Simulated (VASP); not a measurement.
# Ca3Lu (Pm-3m) in VASP: relaxation of cell and atoms with PBEsol

Aim: the relaxation of cell and atoms of Ca3Lu with PBEsol.

Program: VASP 6.6.1. These are calculated values, not measurements. Logs are shortened: lines on timing, memory, paths and dates and some standing lists are left out, and cuts for length are marked.

## 1. The cell of the first run

It takes space group Pm-3m (No. 221, cubic). Conventional cell: a = 5.360 Å, b = 5.360 Å, c = 5.360 Å, α = 90.00°, β = 90.00°, γ = 90.00°. Lu (site symmetry m-3m) has 12 Ca at 3.79 Å within 5.0 Å. Within 5.0 Å of Ca (site symmetry 4/mmm) lie 4 Lu at 3.79 Å and 8 Ca at 3.79 Å.

## 2. Relaxation of cell and atoms, PBEsol

Contents of INCAR:

```
ALGO = Normal ; EDIFF = 1E-7
EDIFFG = -0.02 ; ENCUT = 600
GGA = PS ; IBRION = 2
ISIF = 3 ; ISMEAR = 1
LASPH = True ; LCHARG = False
LREAL = False ; LWAVE = False
NELM = 60 ; NSW = 80
PREC = Accurate ; SIGMA = 0.05
```

Contents of KPOINTS:

```
k-points
0
Gamma
  4 4 4
```

Contents of POSCAR:

```
Ca3Lu
1.0
    5.3600000000      0.0000000000      0.0000000000
    0.0000000000      5.3600000000      0.0000000000
    0.0000000000      0.0000000000      5.3600000000
Lu Ca
1 3
Direct
    0.0000000000      0.0000000000      0.0000000000
    0.0000000000      0.5000000000      0.5000000000
    0.5000000000      0.0000000000      0.5000000000
    0.5000000000      0.5000000000      0.0000000000
```

Potentials or basis: VASP PAW PBE potentials, release 64 (Lu, Ca_sv).

On the command line:

```console
> cat potpaw_PBE.64/Lu/POTCAR potpaw_PBE.64/Ca_sv/POTCAR > POTCAR
> mpirun -np 1 vasp_std > vasp.out
```

OUTCAR:

```text
EDIFF = 1E-7
   EDIFFG = -0.02
   ENCUT = 600
   GGA = PS
   IBRION = 2
   ISIF = 3
   ISMEAR = 1
   LASPH = True
   LREAL = False
   NELM = 60
   NSW = 80
   PREC = Accurate

 ion  position               nearest neighbor table
   1  0.000  0.000  0.000-
   2  0.000  0.500  0.500-
   3  0.500  0.000  0.500-
   4  0.500  0.500  0.000-

  LATTYP: Found a simple cubic cell.
 ALAT       =     5.3600000000

  Lattice vectors:

 A1 = (   5.3600000000,   0.0000000000,   0.0000000000)
 A2 = (   0.0000000000,   5.3600000000,   0.0000000000)
 A3 = (   0.0000000000,   0.0000000000,   5.3600000000)

Analysis of symmetry for initial positions (statically):
=====================================================================
 Subroutine PRICEL returns:
 Original cell was already a primitive cell.

 Routine SETGRP: Setting up the symmetry group for a
 simple cubic supercell.

 Subroutine GETGRP returns: Found 48 space group operations
 (whereof 48 operations were pure point group operations)
 out of a pool of 48 trial point group operations.

The static configuration has the point symmetry O_h .

Analysis of symmetry for dynamics (positions and initial velocities):
=====================================================================
 Subroutine PRICEL returns:
 Original cell was already a primitive cell.

 Routine SETGRP: Setting up the symmetry group for a
 simple cubic supercell.

 Subroutine GETGRP returns: Found 48 space group operations
 (whereof 48 operations were pure point group operations)
 out of a pool of 48 trial point group operations.

The dynamic configuration has the point symmetry O_h .

 Subroutine INISYM returns: Found 48 space group operations
 (whereof 48 operations are pure point group operations),
 and found     1 'primitive' translations

----------------------------------------------------------------------------------------

                                     Primitive cell

  volume of cell :     153.9907

  direct lattice vectors                    reciprocal lattice vectors
     5.360000000  0.000000000  0.000000000     0.186567164  0.000000000  0.000000000
     0.000000000  5.360000000  0.000000000     0.000000000  0.186567164  0.000000000
     0.000000000  0.000000000  5.360000000     0.000000000  0.000000000  0.186567164

  length of vectors
     5.360000000  5.360000000  5.360000000     0.186567164  0.186567164  0.186567164

  position of ions in fractional coordinates (direct lattice)
     0.000000000  0.000000000  0.000000000
     0.000000000  0.500000000  0.500000000
     0.500000000  0.000000000  0.500000000
     0.500000000  0.500000000  0.000000000

  ion indices of the primitive-cell ions
   primitive index   ion index
                 1           1
                 2           2
                 3           3
                 4           4

----------------------------------------------------------------------------------------

 KPOINTS: k-points

Automatic generation of k-mesh.
 Grid dimensions read from file:
 generate k-points for:    4    4    4

 Generating k-lattice:

  Cartesian coordinates                     Fractional coordinates (reciprocal lattice)
     0.046641791  0.000000000  0.000000000     0.250000000  0.000000000  0.000000000
     0.000000000  0.046641791  0.000000000     0.000000000  0.250000000  0.000000000
     0.000000000  0.000000000  0.046641791     0.000000000  0.000000000  0.250000000

  Length of vectors
     0.046641791  0.046641791  0.046641791

  Shift w.r.t. Gamma in fractional coordinates (k-lattice)
     0.000000000  0.000000000  0.000000000

 Subroutine IBZKPT returns following result:
 ===========================================

 Found     10 irreducible k-points:

 Following reciprocal coordinates:
            Coordinates               Weight
  0.000000  0.000000  0.000000      1.000000
  0.250000  0.000000  0.000000      6.000000
  0.500000  0.000000  0.000000      3.000000
  0.250000  0.250000  0.000000     12.000000
  0.500000  0.250000  0.000000     12.000000
  0.500000  0.500000  0.000000      3.000000
  0.250000  0.250000  0.250000      8.000000
  0.500000  0.250000  0.250000     12.000000
  0.500000  0.500000  0.250000      6.000000
  0.500000  0.500000  0.500000      1.000000
   k-points           NKPTS =     10   k-points in BZ     NKDIM =     10   number of bands    NBANDS=     33
   number of dos      NEDOS =    301   number of ions     NIONS =      4
   total plane-waves  NPLWV = 110592
   dimension x,y,z NGX =    48 NGY =   48 NGZ =   48
   dimension x,y,z NGXF=    96 NGYF=   96 NGZF=   96
   ions per type =               1   3
   NGX,Y,Z   is equivalent  to a cutoff of  14.89, 14.89, 14.89 a.u.
   NGXF,Y,Z  is equivalent  to a cutoff of  29.78, 29.78, 29.78 a.u.
 SYSTEM =  unknown system
   PREC   = accura    normal or accurate (medium, high low for compatibility)
   ISTART =      0    job   : 0-new  1-cont  2-samecut
   ICHARG =      2    charge: 1-file 2-atom 10-const
   ISPIN  =      1    spin polarized calculation?
   LNONCOLLINEAR =      F non collinear calculations
   LSORBIT =      F    spin-orbit coupling
   LASPH  =      T    aspherical Exc in radial PAW
   ENCUT  =  600.0 eV  44.10 Ry    6.64 a.u.  10.71 10.71 10.71*2*pi/ulx,y,z
   NELM   =     60;   NELMIN=  2; NELMDL= -5     # of ELM steps
   EDIFF  = 0.1E-06   stopping-criterion for ELM
   LREAL  =      F    real-space projection
   EDIFFG = -.2E-01   stopping-criterion for IOM
   NSW    =     80    number of steps for IOM
   IBRION =      2    ionic relax: 0-MD 1-quasi-New 2-CG
   NFREE  =      1    steps in history (QN), initial steepest desc. (CG)
   ISIF   =      3    stress and relaxation
   ISYM   =      2    0-nonsym 1-usesym 2-fastsym
   POTIM  = 0.5000    time-step for ionic-motion
   TEBEG  =    0.0;   TEEND  =   0.0 temperature during run
   PSTRESS=    0.0 pullay stress
   NELECT =      55.0000    total number of electrons
   NUPDOWN=      -1.0000    fix difference up-down
   EMIN   =  10.00;   EMAX   =-10.00  energy-range for DOS
   EFERMI =   0.00;   METHOD = LEGACY
   ISMEAR =     1;   SIGMA  =   0.05  broadening in eV -4-tet -1-fermi 0-gaus
   EFERMI_NEDOS =   21; number of points for ismear=-14 and -15
   IALGO  =     38    algorithm
   IMIX   =      4    mixing-type and parameters
     AMIX     =   0.40;   BMIX     =  1.00
     AMIX_MAG =   1.60;   BMIX_MAG =  1.00
  volume/ion in A,a.u.               =      38.50       259.80
  Fermi-wavevector in a.u.,A,eV,Ry     =   1.161531  2.194976 18.356369  1.349155
  Thomas-Fermi vector in A             =   2.298102
   LORBIT       =      0    0 simple, 1 ext, 2 COOP (PROOUT), +10 PAW based schemes
   GGA     = PS    functional components
   LHFCALC =     F    Hartree Fock is set to
   AEXX    =    0.0000 exact exchange contribution
   IVDW    =     0    specifies the selected vdW correction
   LEPSILON=     F    determine dielectric tensor
   LRPA    =     F    only Hartree local field effects (RPA)
 conjugate gradient relaxation of ions
 non-spin polarized calculation
 Methfessel and Paxton  Order N= 1 SIGMA  =   0.05
  energy-cutoff  :      600.00
  volume of cell :      153.99
 maximum number of plane-waves:      5216
 NGX is ok and might be reduce to    48
   NGX = 21   NGY = 21   NGZ = 21

--------------------------------------- Ionic step        1  -------------------------------------------

 number of electron      54.9999993 magnetization

 Free energy of the ion-electron system (eV)
  ---------------------------------------------------
  ext. energy  EPLUGINS =         0.00000000
  ---------------------------------------------------
  free energy    TOTEN  =       -10.69845525 eV

  energy without entropy =      -10.69545385  energy(sigma->0) =      -10.69745479

------------------------ aborting loop because EDIFF is reached ----------------------------------------

  FORCE on cell =-STRESS in cart. coord.  units (eV):
  Direction    XX          YY          ZZ          XY          YZ          ZX
  --------------------------------------------------------------------------------------
  -------------------------------------------------------------------------------------
  Total       -0.9119477     -0.9119477     -0.9119477     -0.0000000     -0.0000000      0.0000000
  in kB       -9.4882505     -9.4882505     -9.4882505     -0.0000000     -0.0000000      0.0000000
  external PRESSURE =      -9.4882505 kB  Pullay stress =       0.0000000 kB

 VOLUME and BASIS-vectors are now :
 -----------------------------------------------------------------------------
  energy-cutoff  :      600.00
  volume of cell :      153.99
      direct lattice vectors                 reciprocal lattice vectors
     5.360000000  0.000000000  0.000000000     0.186567164  0.000000000  0.000000000
     0.000000000  5.360000000  0.000000000     0.000000000  0.186567164  0.000000000
     0.000000000  0.000000000  5.360000000     0.000000000  0.000000000  0.186567164
[... 39 lines left out ...]
 POSITION                                       TOTAL-FORCE (eV/Angst)
 -----------------------------------------------------------------------------------
      0.00000      0.00000      0.00000         0.000000     -0.000000      0.000000
     -0.00000      2.65052      2.65052        -0.000000      0.000000      0.000000
      2.65052     -0.00000      2.65052         0.000000      0.000000      0.000000
      2.65052      2.65052      0.00000        -0.000000      0.000000      0.000000
 -----------------------------------------------------------------------------------
    total drift:                                0.000000      0.000000     -0.000000

  FREE ENERGIE OF THE ION-ELECTRON SYSTEM (eV)
  ---------------------------------------------------
  free  energy   TOTEN  =       -10.7164396097 eV

  energy  without entropy=      -10.7130680315  energy(sigma->0) =      -10.71531575

--------------------------------------- Ionic step        3  -------------------------------------------

 number of electron      55.0000009 magnetization

 Free energy of the ion-electron system (eV)
  ---------------------------------------------------
  ext. energy  EPLUGINS =         0.00000000
  ---------------------------------------------------
  free energy    TOTEN  =       -10.71707400 eV

  energy without entropy =      -10.71355516  energy(sigma->0) =      -10.71590105

 E-fermi :   2.2154     XC(G=0):  -8.6111

 val. band max:        2.1878218757   @ k =   0.5000   0.5000   0.5000
 cond. band min:       2.2221821844   @ k =   0.2500   0.2500   0.0000
 fundamental gap:      0.0343603087
 Fermi energy:         2.2154382680

 k-point     1 :       0.0000    0.0000    0.0000
  band No.  band energies     occupation
      1     -55.2214      2.00000
      2     -39.2413      2.00000
      3     -39.2155      2.00000
      4     -39.2155      2.00000
      5     -25.8223      2.00000
      6     -25.8223      2.00000
[... 371 lines left out ...]
 POSITION                                       TOTAL-FORCE (eV/Angst)
 -----------------------------------------------------------------------------------
      0.00000      0.00000      0.00000         0.000000     -0.000000      0.000000
     -0.00000      2.64403      2.64403        -0.000000     -0.000000      0.000000
      2.64403     -0.00000      2.64403         0.000000     -0.000000      0.000000
      2.64403      2.64403      0.00000        -0.000000      0.000000      0.000000
 -----------------------------------------------------------------------------------
    total drift:                                0.000000      0.000000     -0.000000

  FREE ENERGIE OF THE ION-ELECTRON SYSTEM (eV)
  ---------------------------------------------------
  free  energy   TOTEN  =       -10.7170739992 eV

  energy  without entropy=      -10.7135551608  energy(sigma->0) =      -10.71590105

 reached required accuracy - stopping structural energy minimisation
```

Wall time 2.5 min (1 thread of Intel Xeon Platinum 8488C (Sapphire Rapids), shared host); peak memory 0.37 GiB.

What came out:

| Quantity | Value |
| --- | --- |
| Free energy | -10.7171 eV |
| Relaxed volume | 36.97 Å³/atom |
| Relaxed cell | a = 5.288 Å, b = 5.288 Å, c = 5.288 Å, α = 90.00°, β = 90.00°, γ = 90.00° |
| Space group after relaxing (to 0.05 Å) | Pm-3m (No. 221) |
| Energy gained by relaxing | 4.7 meV/atom |
| Ionic steps | 3 |
| Pressure after relaxing | 0.0 GPa |

Step by step:
```csv
step,energy change (eV),largest force (eV/Å),pressure (GPa),volume (Å³)
1,0.0000,0.0000,-0.95,153.99
2,-0.0180,0.0000,-0.18,148.97
3,-0.0186,0.0000,0.00,147.87
```

Final structure:
```
Lu Ca
1.0
     5.28805    0.00000    0.00000
     0.00000    5.28805    0.00000
     0.00000    0.00000    5.28805
Lu Ca
1 3
Direct
  0.00000 0.00000 0.00000
  0.00000 0.50000 0.50000
  0.50000 0.00000 0.50000
  0.50000 0.50000 0.00000
```

Caveat: the PAW data sets were made with another functional, which shifts forces and pressure a little; spin-orbit coupling is left out, which moves the levels of the heavy elements.
